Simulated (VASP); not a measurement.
A run of VASP 6.6.1 is set up as follows.

Contents of INCAR:

```
PREC = Accurate
ENCUT = 520
EDIFF = 1E-6
ISMEAR = -1
SIGMA = 0.02
LREAL = F
LASPH = T
NELM = 100
ALGO = Normal
ISIF = 2
LWAVE = F
LCHARG = F
GGA = PE
NBANDS = 11
```

The input KPOINTS:

```
Automatic mesh
0
Gamma
  8 8 8
```

POSCAR

```
MgS
1.0
   -0.0497710720      2.8235689209      2.8235689209
    2.8235689209     -0.0497710720      2.8235689209
    2.8235689209      2.8235689209     -0.0497710720
Mg S
1 1
Direct
   -0.0016387840     -0.0016387840     -0.0016387840
    0.2516387840      0.2516387840      0.2516387840
```

Potentials or basis: VASP PAW PBE potentials, release 64 (Mg, S).

The run is started by

```console
$ cat potpaw_PBE.64/Mg/POTCAR potpaw_PBE.64/S/POTCAR > POTCAR
$ mpirun -np 1 vasp_std > vasp.out
```

What does it give for the band gap on the k mesh?

3.26 eV, direct.

Predict the largest force.

0.004 eV/Å.

Estimate the pressure.

-0.1 GPa.

Forces on the atoms (eV/Å):
```
Mg  -0.002 -0.002 -0.002
S    0.002  0.002  0.002
```

Caveat: the cell differs from its parent crystal (epitaxial 111 strain +1.5%).
